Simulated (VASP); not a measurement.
# GaO5 (P-43m) in VASP: single point with PBE

Aim: the single point of GaO5 with PBE.

Program: VASP 6.6.1. These are calculated values, not measurements. Logs are shortened: lines on timing, memory, paths and dates and some standing lists are left out, and cuts for length are marked.

**1. The cell of the first run**

The structure is cubic, space group P-43m (No. 215). Conventional cell: a = 4.103 Å, b = 4.103 Å, c = 4.103 Å, α = 90.00°, β = 90.00°, γ = 90.00°. Within 2.5 Å of Ga (site symmetry -43m) lie 4 O at 1.88 Å. Within 2.2 Å of O (site symmetry -43m) lie 4 O at 1.68 Å. Within 2.2 Å of O (site symmetry 3m) lie 1 O at 1.68 Å and 1 Ga at 1.88 Å.

The cell was built from a structure type or drawn by symmetry, and may not be a known phase.

**2. Single point, PBE, collinear spin**

INCAR

```
SYSTEM = GaO5
PREC = Accurate
ENCUT = 520
EDIFF = 1E-7
ISMEAR = 0
SIGMA = 0.1
LREAL = .False.
LASPH = .True.
NELM = 150
ALGO = Normal
ISIF = 2
LWAVE = .False.
LCHARG = .False.
ISPIN = 2
MAGMOM = 0 0 0.26 0.26 0.26 0.26
LORBIT = 11
GGA = PE
NBANDS = 34
```

KPOINTS

```
regular mesh
0
Gamma
  10 10 10
  0 0 0
```

POSCAR

```
GaO5
1.0
    4.1030774889      0.0000000000      0.0000000000
    0.0000000000      4.1030774889      0.0000000000
    0.0000000000      0.0000000000      4.1030774889
Ga O
1 5
Direct
    0.5000000000      0.5000000000      0.5000000000
    0.0000000000      0.0000000000      0.0000000000
    0.2358597189      0.2358597189      0.2358597189
    0.7641402811      0.7641402811      0.2358597189
    0.7641402811      0.2358597189      0.7641402811
    0.2358597189      0.7641402811      0.7641402811
```

Potentials or basis: VASP PAW PBE potentials, release 64 (Ga_d, O).

Command:

```bash
$ cat potpaw_PBE.64/Ga_d/POTCAR potpaw_PBE.64/O/POTCAR > POTCAR
$ mpirun -np 1 vasp_std > vasp.out
```

OUTCAR:

```text
SYSTEM = GaO5
   PREC = Accurate
   ENCUT = 520
   EDIFF = 1E-7
   ISMEAR = 0
   LREAL = .False.
   LASPH = .True.
   NELM = 150
   ISIF = 2
   ISPIN = 2
   LORBIT = 11
   GGA = PE

 ion  position               nearest neighbor table
   1  0.500  0.500  0.500-   3 1.88   4 1.88   5 1.88   6 1.88
   2  0.000  0.000  0.000-   3 1.68   4 1.68   5 1.68   6 1.68
   3  0.236  0.236  0.236-   2 1.68   1 1.88
   4  0.764  0.764  0.236-   2 1.68   1 1.88
   5  0.764  0.236  0.764-   2 1.68   1 1.88
   6  0.236  0.764  0.764-   2 1.68   1 1.88

  LATTYP: Found a simple cubic cell.
 ALAT       =     4.1030774889

  Lattice vectors:

 A1 = (   4.1030774889,   0.0000000000,   0.0000000000)
 A2 = (   0.0000000000,   4.1030774889,   0.0000000000)
 A3 = (   0.0000000000,   0.0000000000,   4.1030774889)

Analysis of symmetry for initial positions (statically):
=====================================================================
 Subroutine PRICEL returns:
 Original cell was already a primitive cell.

 Routine SETGRP: Setting up the symmetry group for a
 simple cubic supercell.

 Subroutine GETGRP returns: Found 24 space group operations
 (whereof 24 operations were pure point group operations)
 out of a pool of 48 trial point group operations.

The static configuration has the point symmetry T_d .

Analysis of symmetry for dynamics (positions and initial velocities):
=====================================================================
 Subroutine PRICEL returns:
 Original cell was already a primitive cell.

 Routine SETGRP: Setting up the symmetry group for a
 simple cubic supercell.

 Subroutine GETGRP returns: Found 24 space group operations
 (whereof 24 operations were pure point group operations)
 out of a pool of 48 trial point group operations.

The dynamic configuration has the point symmetry T_d .

Analysis of structural, dynamic, and magnetic symmetry:
=====================================================================
 Subroutine PRICEL returns:
 Original cell was already a primitive cell.

 Routine SETGRP: Setting up the symmetry group for a
 simple cubic supercell.

 Subroutine GETGRP returns: Found 24 space group operations
 (whereof 24 operations were pure point group operations)
 out of a pool of 48 trial point group operations.

The overall configuration has the point symmetry T_d .

 Subroutine INISYM returns: Found 24 space group operations
 (whereof 24 operations are pure point group operations),
 and found     1 'primitive' translations

----------------------------------------------------------------------------------------

                                     Primitive cell

  volume of cell :      69.0763

  direct lattice vectors                    reciprocal lattice vectors
     4.103077489  0.000000000  0.000000000     0.243719501  0.000000000  0.000000000
     0.000000000  4.103077489  0.000000000     0.000000000  0.243719501  0.000000000
     0.000000000  0.000000000  4.103077489     0.000000000  0.000000000  0.243719501

  length of vectors
     4.103077489  4.103077489  4.103077489     0.243719501  0.243719501  0.243719501

  position of ions in fractional coordinates (direct lattice)
     0.500000000  0.500000000  0.500000000
     0.000000000  0.000000000  0.000000000
     0.235859719  0.235859719  0.235859719
     0.764140281  0.764140281  0.235859719
     0.764140281  0.235859719  0.764140281
     0.235859719  0.764140281  0.764140281

  ion indices of the primitive-cell ions
   primitive index   ion index
                 1           1
                 2           2
                 3           3
                 4           4
                 5           5
                 6           6

----------------------------------------------------------------------------------------

 KPOINTS: regular mesh

Automatic generation of k-mesh.
 Grid dimensions read from file:
 generate k-points for:   10   10   10

 Generating k-lattice:

  Cartesian coordinates                     Fractional coordinates (reciprocal lattice)
     0.024371950  0.000000000  0.000000000     0.100000000  0.000000000  0.000000000
     0.000000000  0.024371950  0.000000000     0.000000000  0.100000000  0.000000000
     0.000000000  0.000000000  0.024371950     0.000000000  0.000000000  0.100000000

  Length of vectors
     0.024371950  0.024371950  0.024371950

  Shift w.r.t. Gamma in fractional coordinates (k-lattice)
     0.000000000  0.000000000  0.000000000

 Subroutine IBZKPT returns following result:
 ===========================================

 Found     56 irreducible k-points:

 Following reciprocal coordinates:
            Coordinates               Weight
  0.000000  0.000000  0.000000      1.000000
  0.100000  0.000000  0.000000      6.000000
  0.200000  0.000000  0.000000      6.000000
  0.300000  0.000000  0.000000      6.000000
  0.400000  0.000000  0.000000      6.000000
  0.500000  0.000000  0.000000      3.000000
[... 16 lines left out ...]
  0.200000  0.100000  0.100000     24.000000
  0.300000  0.100000  0.100000     24.000000
 [... further k-points ...]
   k-points           NKPTS =     56   k-points in BZ     NKDIM =     56   number of bands    NBANDS=     34
   number of dos      NEDOS =    301   number of ions     NIONS =      6
   total plane-waves  NPLWV =  32768
   dimension x,y,z NGX =    32 NGY =   32 NGZ =   32
   dimension x,y,z NGXF=    64 NGYF=   64 NGZF=   64
   ions per type =               1   5
   NGX,Y,Z   is equivalent  to a cutoff of  12.97, 12.97, 12.97 a.u.
   NGXF,Y,Z  is equivalent  to a cutoff of  25.93, 25.93, 25.93 a.u.
 SYSTEM =  GaO5
   PREC   = accura    normal or accurate (medium, high low for compatibility)
   ISTART =      0    job   : 0-new  1-cont  2-samecut
   ICHARG =      2    charge: 1-file 2-atom 10-const
   ISPIN  =      2    spin polarized calculation?
   LNONCOLLINEAR =      F non collinear calculations
   LSORBIT =      F    spin-orbit coupling
   LASPH  =      T    aspherical Exc in radial PAW
   ENCUT  =  520.0 eV  38.22 Ry    6.18 a.u.   7.63  7.63  7.63*2*pi/ulx,y,z
   NELM   =    150;   NELMIN=  2; NELMDL= -5     # of ELM steps
   EDIFF  = 0.1E-06   stopping-criterion for ELM
   LREAL  =      F    real-space projection
   EDIFFG = 0.1E-05   stopping-criterion for IOM
   NSW    =      0    number of steps for IOM
   IBRION =     -1    ionic relax: 0-MD 1-quasi-New 2-CG
   NFREE  =      0    steps in history (QN), initial steepest desc. (CG)
   ISIF   =      2    stress and relaxation
   ISYM   =      2    0-nonsym 1-usesym 2-fastsym
   POTIM  = 0.5000    time-step for ionic-motion
   TEBEG  =    0.0;   TEEND  =   0.0 temperature during run
   PSTRESS=    0.0 pullay stress
   NELECT =      43.0000    total number of electrons
   NUPDOWN=      -1.0000    fix difference up-down
   EMIN   =  10.00;   EMAX   =-10.00  energy-range for DOS
   EFERMI =   0.00;   METHOD = LEGACY
   ISMEAR =     0;   SIGMA  =   0.10  broadening in eV -4-tet -1-fermi 0-gaus
   EFERMI_NEDOS =   21; number of points for ismear=-14 and -15
   IALGO  =     38    algorithm
   IMIX   =      4    mixing-type and parameters
     AMIX     =   0.40;   BMIX     =  1.00
     AMIX_MAG =   1.60;   BMIX_MAG =  1.00
  volume/ion in A,a.u.               =      11.51        77.69
  Fermi-wavevector in a.u.,A,eV,Ry     =   1.397831  2.641517 26.584843  1.953931
  Thomas-Fermi vector in A             =   2.521048
   LORBIT       =     11    0 simple, 1 ext, 2 COOP (PROOUT), +10 PAW based schemes
   GGA     = PE    functional components
   LHFCALC =     F    Hartree Fock is set to
   AEXX    =    0.0000 exact exchange contribution
   IVDW    =     0    specifies the selected vdW correction
   LEPSILON=     F    determine dielectric tensor
   LRPA    =     F    only Hartree local field effects (RPA)
 spin polarized calculation
 Gauss-broadening in eV      SIGMA  =   0.10
  energy-cutoff  :      520.00
  volume of cell :       69.08
 maximum number of plane-waves:      1876
 NGX is ok and might be reduce to    32
   NGX = 15   NGY = 15   NGZ = 15

 number of electron      43.0000030 magnetization       1.0052422

 Free energy of the ion-electron system (eV)
  ---------------------------------------------------
  ext. energy  EPLUGINS =         0.00000000
  ---------------------------------------------------
  free energy    TOTEN  =       -23.07514111 eV

  energy without entropy =      -23.05027864  energy(sigma->0) =      -23.06270988

 E-fermi :   0.6574     XC(G=0): -10.2403

 val. band max:        0.6568134572   @ k =   0.5000   0.1000   0.1000
 cond. band min:       0.6665471914   @ k =   0.3000   0.2000   0.2000
 fundamental gap:      0.0097337342
 Fermi energy:         0.6573561775

 spin component 1

 k-point     1 :       0.0000    0.0000    0.0000
  band No.  band energies     occupation
      1     -21.3554      1.00000
      2     -16.5255      1.00000
      3     -16.5255      1.00000
      4     -16.5255      1.00000
      5     -15.1585      1.00000
      6     -12.8485      1.00000
[... 25 lines left out ...]
     32      15.2535      0.00000
     33      17.9760      0.00000

 k-point     2 :       0.1000    0.0000    0.0000
  band No.  band energies     occupation
      1     -21.3445      1.00000
      2     -16.5891      1.00000
      3     -16.5248      1.00000
      4     -16.5248      1.00000
      5     -15.1181      1.00000
      6     -12.8482      1.00000
[... 25 lines left out ...]
     32      15.3714      0.00000
     33      17.8297      0.00000
[... 754 lines left out ...]
     32      15.7707      0.00000
     33      17.4577      0.00000

 k-point    24 :       0.3000    0.1000    0.1000
  band No.  band energies     occupation
      1     -21.2611      1.00000
      2     -16.8933      1.00000
      3     -16.5695      1.00000
      4     -16.5475      1.00000
      5     -14.9046      1.00000
      6     -12.8441      1.00000
[... 25 lines left out ...]
     32      16.2449      0.00000
     33      17.0637      0.00000

 [... further k-points ...]

 spin component 2

 k-point     1 :       0.0000    0.0000    0.0000
  band No.  band energies     occupation
      1     -21.3628      1.00000
      2     -16.1371      1.00000
      3     -16.1371      1.00000
      4     -16.1371      1.00000
      5     -14.9303      1.00000
      6     -12.8481      1.00000
[... 25 lines left out ...]
     32      15.3203      0.00000
     33      18.2045      0.00000

 k-point     2 :       0.1000    0.0000    0.0000
  band No.  band energies     occupation
      1     -21.3532      1.00000
      2     -16.2025      1.00000
      3     -16.1366      1.00000
      4     -16.1366      1.00000
      5     -14.8908      1.00000
      6     -12.8478      1.00000
[... 25 lines left out ...]
     32      15.4332      0.00000
     33      18.0278      0.00000
[... 754 lines left out ...]
     32      15.8260      0.00000
     33      17.6172      0.00000

 k-point    24 :       0.3000    0.1000    0.1000
  band No.  band energies     occupation
      1     -21.2793      1.00000
      2     -16.5078      1.00000
      3     -16.1820      1.00000
      4     -16.1602      1.00000
      5     -14.6910      1.00000
      6     -12.8438      1.00000
[... 25 lines left out ...]
     32      16.2866      0.00000
     33      17.1905      0.00000

 [... further k-points ...]

 [bands above 33 left out]

------------------------ aborting loop because EDIFF is reached ----------------------------------------

  FORCE on cell =-STRESS in cart. coord.  units (eV):
  Direction    XX          YY          ZZ          XY          YZ          ZX
  --------------------------------------------------------------------------------------
  -------------------------------------------------------------------------------------
  Total        0.0450169      0.0450169      0.0450169      0.0000000      0.0000000     -0.0000000
  in kB        1.0441369      1.0441369      1.0441369      0.0000000      0.0000000     -0.0000000
  external PRESSURE =       1.0441369 kB  Pullay stress =       0.0000000 kB

 VOLUME and BASIS-vectors are now :
 -----------------------------------------------------------------------------
  energy-cutoff  :      520.00
  volume of cell :       69.08
      direct lattice vectors                 reciprocal lattice vectors
     4.103077489  0.000000000  0.000000000     0.243719501  0.000000000  0.000000000
     0.000000000  4.103077489  0.000000000     0.000000000  0.243719501  0.000000000
     0.000000000  0.000000000  4.103077489     0.000000000  0.000000000  0.243719501

 POSITION                                       TOTAL-FORCE (eV/Angst)
 -----------------------------------------------------------------------------------
      2.05154      2.05154      2.05154        -0.000000      0.000000     -0.000000
      0.00000      0.00000      0.00000         0.000000      0.000000     -0.000000
      0.96775      0.96775      0.96775        -0.027597     -0.027597     -0.027597
      3.13533      3.13533      0.96775         0.027597      0.027597     -0.027597
      3.13533      0.96775      3.13533         0.027597     -0.027597      0.027597
      0.96775      3.13533      3.13533        -0.027597      0.027597      0.027597
 -----------------------------------------------------------------------------------
    total drift:                                0.000000      0.000000      0.000000

  FREE ENERGIE OF THE ION-ELECTRON SYSTEM (eV)
  ---------------------------------------------------
  free  energy   TOTEN  =       -23.0751411148 eV

  energy  without entropy=      -23.0502786376  energy(sigma->0) =      -23.06270988

 total charge

# of ion       s       p       d       tot
------------------------------------------
    1        0.773   0.663  10.173  11.609
    2        1.707   2.816   0.000   4.523
    3        1.602   3.210   0.000   4.812
    4        1.602   3.210   0.000   4.812
    5        1.602   3.210   0.000   4.812
    6        1.602   3.210   0.000   4.812
--------------------------------------------------
tot          8.887  16.321  10.173  35.380

 magnetization (x)

# of ion       s       p       d       tot
------------------------------------------
    1       -0.020  -0.018   0.014  -0.025
    2        0.003  -0.097   0.000  -0.095
    3        0.001   0.242   0.000   0.243
    4        0.001   0.242   0.000   0.243
    5        0.001   0.242   0.000   0.243
    6        0.001   0.242   0.000   0.243
--------------------------------------------------
tot         -0.015   0.852   0.014   0.851
```

Wall time 5.5 min (1 thread of Intel Xeon Platinum 8375C at 2.90GHz (Ice Lake), shared host); peak memory 0.32 GiB.

What came out:

```
Free energy                                           : -23.0751 eV
Pressure                                              : 0.1 GPa
Largest force                                         : 0.048 eV/Å
Band gap on the k mesh                                : zero (filled and empty bands overlap)
Net moment                                            : 1.01 μB per cell
Site moments                                          : Ga -0.03; O -0.10, +0.24 (each value once) μB
Valence electrons inside the program's atomic spheres : Ga 11.61; O 4.52, 4.81 (each value once)
```

Forces in eV/Å, atoms in the order of the input:
```
Ga   0.000  0.000  0.000
O    0.000  0.000  0.000
O   -0.028 -0.028 -0.028
O    0.028  0.028 -0.028
O    0.028 -0.028  0.028
O   -0.028  0.028  0.028
```

Levels at points of the mesh, in eV from the Fermi level:
Spin up:
| k point | band 18 | band 19 | band 20 | band 21 | band 22 | band 23 | band 24 | band 25 | band 26 | band 27 |
| --- | --- | --- | --- | --- | --- | --- | --- | --- | --- | --- |
| (0.00, 0.00, 0.00) | -1.00 | -1.00 | -0.40 | -0.40 | -0.40 | 1.34 | 1.34 | 1.34 | 5.82 | 9.90 |
| (0.50, 0.00, 0.00) | -1.07 | -1.07 | -0.93 | -0.93 | -0.54 | 0.22 | 2.10 | 2.10 | 7.09 | 9.07 |
| (0.50, 0.50, 0.00) | -0.91 | -0.91 | -0.58 | -0.55 | -0.29 | 0.00 | 1.97 | 1.97 | 7.16 | 10.20 |
| (0.50, 0.50, 0.50) | -0.48 | -0.48 | -0.37 | -0.37 | -0.37 | 1.36 | 1.36 | 1.36 | 7.28 | 10.47 |
Spin down:
```
           k point  band 19  band 20  band 21  band 22  band 23  band 24
(0.00, 0.00, 0.00)    -0.47     0.09     0.09     0.09     1.43     1.43
(0.50, 0.00, 0.00)    -0.62    -0.42    -0.42    -0.29     0.38     2.25
(0.50, 0.50, 0.00)    -0.39    -0.26    -0.03     0.11     0.27     2.08
(0.50, 0.50, 0.50)     0.07     0.19     0.19     0.19     1.41     1.41
```
